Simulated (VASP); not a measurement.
# W4C5: single point with PBE

The system is W4C5, a slab with vacuum.

```
C W
1.0
     2.92177    0.00000    0.00000
    -1.46089    2.53033    0.00000
     0.00000    0.00000   33.38831
C W
5 4
Cartesian
  1.4609 0.8434 11.0000
  1.4609 0.8434 13.8471
  1.4609 0.8434 16.6942
  1.4609 0.8434 19.5412
  1.4609 0.8434 22.3883
  0.0000 0.0000 12.4235
  0.0000 0.0000 15.2706
  0.0000 0.0000 18.1177
  0.0000 0.0000 20.9648
```

| Item | Value |
| --- | --- |
| Program | VASP 6.6.1 |
| Task | single point |
| Functional | PBE |
| Potentials or basis | VASP PAW PBE potentials, release 64 (C, W_sv) |
| Cutoff | 520 eV |
| k mesh | 12 × 12 × 1 |
| Occupations | gaussian, width 0.1 eV |
| Spin | no spin polarisation |
| Dipole correction | yes |
| Further INCAR settings | ALGO = Normal; EDIFF = 1e-07; NBANDS = 48 |

```json
{
  "Largest force": "5.526 eV/Å",
  "Band gap on the k mesh": "zero (band 38 reaches 0.22 eV, above the bottom of band 39 at -0.36 eV)"
}
```

Forces in eV/Å, atoms in the order of the input:
```
C    0.000  0.000  4.565
C    0.000  0.000  0.825
C    0.000  0.000  0.000
C    0.000  0.000 -0.825
C    0.000  0.000 -4.565
W    0.000  0.000 -5.526
W    0.000  0.000 -0.157
W    0.000  0.000  0.157
W    0.000  0.000  5.526
```

Levels at points of the mesh, in eV from the Fermi level:
| k point | band 36 | band 37 | band 38 | band 39 | band 40 | band 41 |
| --- | --- | --- | --- | --- | --- | --- |
| (0.00, 0.00, 0.00) | 0.02 | 0.02 | 0.07 | 0.14 | 0.69 | 1.19 |
| (0.50, 0.00, 0.00) | -0.30 | -0.21 | 0.30 | 0.75 | 0.81 | 3.28 |

Wall time 5.3 min on 1 thread of Intel(R) Xeon(R) 6975P-C (Granite Rapids), with other jobs on the host, peak memory 0.47 GiB.

Caveat: spin-orbit coupling is left out, which moves the levels of the heavy elements.
